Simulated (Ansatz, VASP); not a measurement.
# InP: VASP beside Ansatz

```xyz
10
Lattice="5.8787 0.0000 0.0000 0.0000 4.1569 0.0000 0.0000 0.0000 24.3137" Properties=species:S:1:pos:R:3 pbc="T T T"
In    3.2425    2.0784    8.4457
In    5.7404    4.1569   10.0073
In    2.8277    2.0784   12.1569
In    5.7405    4.1569   14.3063
In    3.2427    2.0784   15.8680
P     4.4767    4.1569    7.7766
P     1.3355    2.0784   10.0844
P     4.3234    0.0000   12.1569
P     1.3356    2.0784   14.2295
P     4.4768    4.1569   16.5371
```

Alike in both runs: functional PBEsol; k mesh 4 × 6 × 1; occupations gaussian, width 0.05 eV; no spin polarisation.

Ansatz relaxed the structure, and its values are those at the end. VASP's run is a single point on that final structure, the one shown.

|  | VASP | Ansatz |
| --- | --- | --- |
| version | VASP 6.6.1 | Ansatz 0.2.0 |
| potentials or method | VASP PAW PBE potentials, release 64 (In_d, P), cutoff 520 eV | plane-wave PAW, scalar-relativistic |
| valence electrons in the cell | 90 | 90 |

|  | VASP | Ansatz | Ansatz less VASP |
| --- | --- | --- | --- |
| gap on the k mesh at the Fermi level (eV) | 1.00 | 1.00 | +0.002 |
| rms of the force components (eV/Å) | 0.005 | 0.004 | -0.0017 |

VASP's potentials were made for PBE, not for PBEsol, and Ansatz warns of the same on its side.
